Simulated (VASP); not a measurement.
Runs of VASP 6.6.1 on Co. The structure is that of space group P6_3/mmc (No. 194), or close to it. The cells are those of the table. 

```tsv
task	spin	cell	cutoff (eV)	gap on the mesh (eV)	pressure (GPa)	moment (μB)
single point	off	a = 2.455, b = 2.455, c = 3.959 Å, angles 90.0, 90.0, 120.0°, 2 atoms	520	none	-0.7	-
single point	collinear, ferromagnetic start	a = 2.518, b = 2.518, c = 4.073 Å, angles 90.0, 90.0, 120.0°, 2 atoms	520	none	(b)	(a)
relaxation of cell and atoms	off	relaxed from a = 2.452, b = 2.452, c = 3.967 Å, angles 90.0, 90.0, 120.0°, 2 atoms	600	none	0.0	-
single point	collinear, ferromagnetic start	a = 2.574, b = 2.574, c = 4.163 Å, angles 90.0, 90.0, 120.0°, 2 atoms	520	none	-16.5	3.34
single point	collinear, ferromagnetic start	a = 2.543, b = 2.543, c = 4.112 Å, angles 90.0, 90.0, 120.0°, 2 atoms	520	none	-11.2	3.30
```

Alike in all rows: level PBE; potentials or basis VASP PAW PBE potentials, release 64 (Co); k mesh 21 × 21 × 10; smearing gaussian 0.1 eV.

Problem. Estimate the missing entries.

Solution. (a) 3.26; (b) -6.4.

A gap of «none» marks levels without a gap at the run's occupations.
